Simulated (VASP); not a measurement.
# GaAs in VASP: further runs

The runs below take GaAs through single point, with PBE.

Program: VASP 6.6.1. These are calculated values, not measurements. Logs are shortened: lines on timing, memory, paths and dates and some standing lists are left out, and cuts for length are marked.

## (1) The cell of the first run

The structure is cubic, space group F-43m (No. 216). Conventional cell: a = 5.577 Å, b = 5.577 Å, c = 5.577 Å, α = 90.00°, β = 90.00°, γ = 90.00°. Ga (site symmetry -43m) has 4 As at 2.42 Å within 3.2 Å. Within 3.2 Å of As (site symmetry -43m) lie 4 Ga at 2.42 Å.

## (2) Single point, PBE (21.69 Å³/atom)

File INCAR:

```
SYSTEM = GaAs
  PREC = Accurate
  ENCUT = 520
  EDIFF = 1E-6
  ISMEAR = -1
  SIGMA = 0.05
  LREAL = .FALSE.
  LASPH = .TRUE.
  NELM = 60
  ALGO = Normal
  ISIF = 2
  LWAVE = .FALSE.
  LCHARG = .FALSE.
  GGA = PE
  NBANDS = 16
```

File KPOINTS:

```
regular mesh
0
G
  11 11 11
  0 0 0
```

File POSCAR:

```
GaAs
1.0
    0.0000000000      2.7886446409      2.7886446409
    2.7886446409      0.0000000000      2.7886446409
    2.7886446409      2.7886446409      0.0000000000
Ga As
1 1
Direct
    0.0000000000      0.0000000000      0.0000000000
    0.7500000000      0.7500000000      0.7500000000
```

Potentials or basis: VASP PAW PBE potentials, release 64 (Ga_d, As).

Started as:

```sh
> cat potpaw_PBE.64/Ga_d/POTCAR potpaw_PBE.64/As/POTCAR > POTCAR
> mpirun -np 1 vasp_std > vasp.out
```

OUTCAR:

```text
SYSTEM = GaAs
   PREC = Accurate
   ENCUT = 520
   EDIFF = 1E-6
   ISMEAR = -1
   LREAL = .FALSE.
   LASPH = .TRUE.
   NELM = 60
   ISIF = 2
   GGA = PE

 ion  position               nearest neighbor table
   1  0.000  0.000  0.000-   2 2.42   2 2.42   2 2.42   2 2.42
   2  0.750  0.750  0.750-   1 2.42   1 2.42   1 2.42   1 2.42

  LATTYP: Found a face centered cubic cell.
 ALAT       =     5.5772892818

  Lattice vectors:

 A1 = (   0.0000000000,   2.7886446409,   2.7886446409)
 A2 = (   2.7886446409,   0.0000000000,   2.7886446409)
 A3 = (   2.7886446409,   2.7886446409,   0.0000000000)

Analysis of symmetry for initial positions (statically):
=====================================================================
 Subroutine PRICEL returns:
 Original cell was already a primitive cell.

 Routine SETGRP: Setting up the symmetry group for a
 face centered cubic supercell.

 Subroutine GETGRP returns: Found 24 space group operations
 (whereof 24 operations were pure point group operations)
 out of a pool of 48 trial point group operations.

The static configuration has the point symmetry T_d .

Analysis of symmetry for dynamics (positions and initial velocities):
=====================================================================
 Subroutine PRICEL returns:
 Original cell was already a primitive cell.

 Routine SETGRP: Setting up the symmetry group for a
 face centered cubic supercell.

 Subroutine GETGRP returns: Found 24 space group operations
 (whereof 24 operations were pure point group operations)
 out of a pool of 48 trial point group operations.

The dynamic configuration has the point symmetry T_d .

 Subroutine INISYM returns: Found 24 space group operations
 (whereof 24 operations are pure point group operations),
 and found     1 'primitive' translations

----------------------------------------------------------------------------------------

                                     Primitive cell

  volume of cell :      43.3720

  direct lattice vectors                    reciprocal lattice vectors
     0.000000000  2.788644641  2.788644641    -0.179298571  0.179298571  0.179298571
     2.788644641  0.000000000  2.788644641     0.179298571 -0.179298571  0.179298571
     2.788644641  2.788644641  0.000000000     0.179298571  0.179298571 -0.179298571

  length of vectors
     3.943739072  3.943739072  3.943739072     0.310554235  0.310554235  0.310554235

  position of ions in fractional coordinates (direct lattice)
     0.000000000  0.000000000  0.000000000
     0.750000000  0.750000000  0.750000000

  ion indices of the primitive-cell ions
   primitive index   ion index
                 1           1
                 2           2

----------------------------------------------------------------------------------------

 KPOINTS: regular mesh

Automatic generation of k-mesh.
 Grid dimensions read from file:
 generate k-points for:   11   11   11

 Generating k-lattice:

  Cartesian coordinates                     Fractional coordinates (reciprocal lattice)
    -0.016299870  0.016299870  0.016299870     0.090909091  0.000000000  0.000000000
     0.016299870 -0.016299870  0.016299870     0.000000000  0.090909091  0.000000000
     0.016299870  0.016299870 -0.016299870     0.000000000  0.000000000  0.090909091

  Length of vectors
     0.028232203  0.028232203  0.028232203

  Shift w.r.t. Gamma in fractional coordinates (k-lattice)
     0.000000000  0.000000000  0.000000000

 Subroutine IBZKPT returns following result:
 ===========================================

 Found     56 irreducible k-points:

 Following reciprocal coordinates:
            Coordinates               Weight
  0.000000  0.000000  0.000000      1.000000
  0.090909  0.000000  0.000000      8.000000
  0.181818  0.000000  0.000000      8.000000
  0.272727  0.000000  0.000000      8.000000
  0.363636  0.000000  0.000000      8.000000
  0.454545  0.000000  0.000000      8.000000
[... 16 lines left out ...]
 -0.272727  0.181818  0.000000     24.000000
 -0.181818  0.181818  0.000000     12.000000
 [... further k-points ...]
   k-points           NKPTS =     56   k-points in BZ     NKDIM =     56   number of bands    NBANDS=     16
   number of dos      NEDOS =    301   number of ions     NIONS =      2
   total plane-waves  NPLWV =  27000
   dimension x,y,z NGX =    30 NGY =   30 NGZ =   30
   dimension x,y,z NGXF=    60 NGYF=   60 NGZF=   60
   ions per type =               1   1
   NGX,Y,Z   is equivalent  to a cutoff of  12.65, 12.65, 12.65 a.u.
   NGXF,Y,Z  is equivalent  to a cutoff of  25.29, 25.29, 25.29 a.u.
 SYSTEM =  GaAs
   PREC   = accura    normal or accurate (medium, high low for compatibility)
   ISTART =      0    job   : 0-new  1-cont  2-samecut
   ICHARG =      2    charge: 1-file 2-atom 10-const
   ISPIN  =      1    spin polarized calculation?
   LNONCOLLINEAR =      F non collinear calculations
   LSORBIT =      F    spin-orbit coupling
   LASPH  =      T    aspherical Exc in radial PAW
   ENCUT  =  520.0 eV  38.22 Ry    6.18 a.u.   7.33  7.33  7.33*2*pi/ulx,y,z
   NELM   =     60;   NELMIN=  2; NELMDL= -5     # of ELM steps
   EDIFF  = 0.1E-05   stopping-criterion for ELM
   LREAL  =      F    real-space projection
   EDIFFG = 0.1E-04   stopping-criterion for IOM
   NSW    =      0    number of steps for IOM
   IBRION =     -1    ionic relax: 0-MD 1-quasi-New 2-CG
   NFREE  =      0    steps in history (QN), initial steepest desc. (CG)
   ISIF   =      2    stress and relaxation
   ISYM   =      2    0-nonsym 1-usesym 2-fastsym
   POTIM  = 0.5000    time-step for ionic-motion
   TEBEG  =    0.0;   TEEND  =   0.0 temperature during run
   PSTRESS=    0.0 pullay stress
   NELECT =      18.0000    total number of electrons
   NUPDOWN=      -1.0000    fix difference up-down
   EMIN   =  10.00;   EMAX   =-10.00  energy-range for DOS
   EFERMI =   0.00;   METHOD = LEGACY
   ISMEAR =    -1;   SIGMA  =   0.05  broadening in eV -4-tet -1-fermi 0-gaus
   EFERMI_NEDOS =   21; number of points for ismear=-14 and -15
   IALGO  =     38    algorithm
   IMIX   =      4    mixing-type and parameters
     AMIX     =   0.40;   BMIX     =  1.00
     AMIX_MAG =   1.60;   BMIX_MAG =  1.00
  volume/ion in A,a.u.               =      21.69       146.34
  Fermi-wavevector in a.u.,A,eV,Ry     =   1.221132  2.307604 20.288498  1.491163
  Thomas-Fermi vector in A             =   2.356325
   LORBIT       =      0    0 simple, 1 ext, 2 COOP (PROOUT), +10 PAW based schemes
   GGA     = PE    functional components
   LHFCALC =     F    Hartree Fock is set to
   AEXX    =    0.0000 exact exchange contribution
   IVDW    =     0    specifies the selected vdW correction
   LEPSILON=     F    determine dielectric tensor
   LRPA    =     F    only Hartree local field effects (RPA)
 non-spin polarized calculation
  energy-cutoff  :      520.00
  volume of cell :       43.37
 maximum number of plane-waves:      1211
 NGX is ok and might be reduce to    30
   NGX = 15   NGY = 15   NGZ = 15

 number of electron      18.0000015 magnetization

 Free energy of the ion-electron system (eV)
  ---------------------------------------------------
  ext. energy  EPLUGINS =         0.00000000
  ---------------------------------------------------
  free energy    TOTEN  =        -8.19356061 eV

  energy without entropy =       -8.19355984  energy(sigma->0) =       -8.19356022

 E-fermi :   4.7776     XC(G=0):  -9.7735

 val. band max:        4.3235281519   @ k =   0.0000   0.0000   0.0000
 cond. band min:       5.1566672728   @ k =   0.0000   0.0000   0.0000
 fundamental gap:      0.8331391209
 Fermi energy:         4.7775628891

 k-point     1 :       0.0000    0.0000    0.0000
  band No.  band energies     occupation
      1     -10.5621      2.00000
      2     -10.5621      2.00000
      3     -10.5621      2.00000
      4     -10.4722      2.00000
      5     -10.4722      2.00000
      6      -8.7039      2.00000
[... 8 lines left out ...]
     15      14.5481      0.00000
     16      14.5481      0.00000

 k-point     2 :       0.0909    0.0000    0.0000
  band No.  band energies     occupation
      1     -10.5712      2.00000
      2     -10.5598      2.00000
      3     -10.5598      2.00000
      4     -10.4724      2.00000
      5     -10.4724      2.00000
      6      -8.6003      2.00000
[... 8 lines left out ...]
     15      13.9193      0.00000
     16      13.9193      0.00000

 k-point     3 :       0.1818    0.0000    0.0000
  band No.  band energies     occupation
      1     -10.5939      2.00000
      2     -10.5541      2.00000
      3     -10.5541      2.00000
      4     -10.4724      2.00000
      5     -10.4724      2.00000
      6      -8.3006      2.00000
[... 8 lines left out ...]
     15      13.3683      0.00000
     16      13.4763      0.00000

 k-point     4 :       0.2727    0.0000    0.0000
  band No.  band energies     occupation
      1     -10.6205      2.00000
      2     -10.5476      2.00000
      3     -10.5476      2.00000
      4     -10.4716      2.00000
      5     -10.4716      2.00000
      6      -7.8401      2.00000
[... 8 lines left out ...]
     15      13.5294      0.00000
     16      13.5294      0.00000
[... 324 lines left out ...]
 k-point    22 :      -0.3636    0.1818    0.0000
  band No.  band energies     occupation
      1     -10.6582      2.00000
      2     -10.5354      2.00000
      3     -10.5319      2.00000
      4     -10.4725      2.00000
      5     -10.4713      2.00000
      6      -6.7130      2.00000
[... 8 lines left out ...]
     15      14.1256      0.00000
     16      15.9779      0.00000

 k-point    23 :      -0.2727    0.1818    0.0000
  band No.  band energies     occupation
      1     -10.6458      2.00000
      2     -10.5377      2.00000
      3     -10.5375      2.00000
      4     -10.4747      2.00000
      5     -10.4705      2.00000
      6      -7.1833      2.00000
[... 8 lines left out ...]
     15      14.9743      0.00000
     16      16.7741      0.00000

 k-point    24 :      -0.1818    0.1818    0.0000
  band No.  band energies     occupation
      1     -10.6279      2.00000
      2     -10.5449      2.00000
      3     -10.5418      2.00000
      4     -10.4758      2.00000
      5     -10.4700      2.00000
      6      -7.6850      2.00000
[... 8 lines left out ...]
     15      14.7437      0.00000
     16      15.4925      0.00000

 [... further k-points ...]

------------------------ aborting loop because EDIFF is reached ----------------------------------------

  FORCE on cell =-STRESS in cart. coord.  units (eV):
  Direction    XX          YY          ZZ          XY          YZ          ZX
  --------------------------------------------------------------------------------------
  -------------------------------------------------------------------------------------
  Total        1.8663914      1.8663914      1.8663914      0.0000000      0.0000000      0.0000000
  in kB       68.9451588     68.9451588     68.9451588      0.0000000      0.0000000      0.0000000
  external PRESSURE =      68.9451588 kB  Pullay stress =       0.0000000 kB

 VOLUME and BASIS-vectors are now :
 -----------------------------------------------------------------------------
  energy-cutoff  :      520.00
  volume of cell :       43.37
      direct lattice vectors                 reciprocal lattice vectors
     0.000000000  2.788644641  2.788644641    -0.179298571  0.179298571  0.179298571
     2.788644641  0.000000000  2.788644641     0.179298571 -0.179298571  0.179298571
     2.788644641  2.788644641  0.000000000     0.179298571  0.179298571 -0.179298571

 POSITION                                       TOTAL-FORCE (eV/Angst)
 -----------------------------------------------------------------------------------
      0.00000      0.00000      0.00000         0.000000     -0.000000      0.000000
      4.18297      4.18297      4.18297        -0.000000      0.000000     -0.000000
 -----------------------------------------------------------------------------------
    total drift:                               -0.000001     -0.000001     -0.000001

  FREE ENERGIE OF THE ION-ELECTRON SYSTEM (eV)
  ---------------------------------------------------
  free  energy   TOTEN  =        -8.1935606118 eV

  energy  without entropy=       -8.1935598380  energy(sigma->0) =       -8.19356022
```

Run time: 23 s. Hardware: 1 thread of AMD EPYC 7R13 (Zen 3), shared host; peak memory 0.16 GiB.

What came out:

```yaml
Free_energy: -8.1936 eV
Pressure: 6.9 GPa
Band_gap_on_the_k_mesh: 0.83 eV
```

Caveat: the cell stands under pressure; an odd mesh through Γ misses points on the zone boundary, where band edges can lie.

## (3) Single point, PBE (22.36 Å³/atom)

This run uses another cell than the first one, of 22.36 Å³/atom.

File INCAR:

```
  PREC = Accurate
  ENCUT = 520
  EDIFF = 1E-6
  ISMEAR = -1
  SIGMA = 0.05
  LREAL = False
  LASPH = True
  NELM = 80
  ALGO = Normal
  ISIF = 2
  LWAVE = False
  LCHARG = False
  GGA = PE
  NBANDS = 16
```

File KPOINTS:

```
regular mesh
0
Gamma
  11 11 11
```

File POSCAR:

```
GaAs
1.0
    0.0000000000      2.8173955816      2.8173955816
    2.8173955816      0.0000000000      2.8173955816
    2.8173955816      2.8173955816      0.0000000000
Ga As
1 1
Direct
    0.0000000000      0.0000000000      0.0000000000
    0.7500000000      0.7500000000      0.7500000000
```

Potentials or basis: VASP PAW PBE potentials, release 64 (Ga_d, As).

Started as:

```sh
> cat potpaw_PBE.64/Ga_d/POTCAR potpaw_PBE.64/As/POTCAR > POTCAR
> mpirun -np 1 vasp_std > vasp.out
```

Wall time 23 s (1 thread of AMD EPYC 7R13 (Zen 3), shared host); peak memory 0.16 GiB.

It converged, with:

| Property | Result |
| --- | --- |
| Free energy | -8.2405 eV |
| Pressure | 4.3 GPa |
| Band gap on the k mesh | 0.60 eV |

Levels at points of the mesh, in eV from the valence-band top:
| k point | band 6 | band 7 | band 8 | band 9 | band 10 | band 11 | band 12 | band 13 |
| --- | --- | --- | --- | --- | --- | --- | --- | --- |
| (0.00, 0.00, 0.00) | -12.80 | 0.00 | 0.00 | 0.00 | 0.60 | 3.73 | 3.73 | 3.73 |

Caveat: the cell stands under pressure; an odd mesh through Γ misses points on the zone boundary, where band edges can lie.

(Continued in part 2 of 2.)
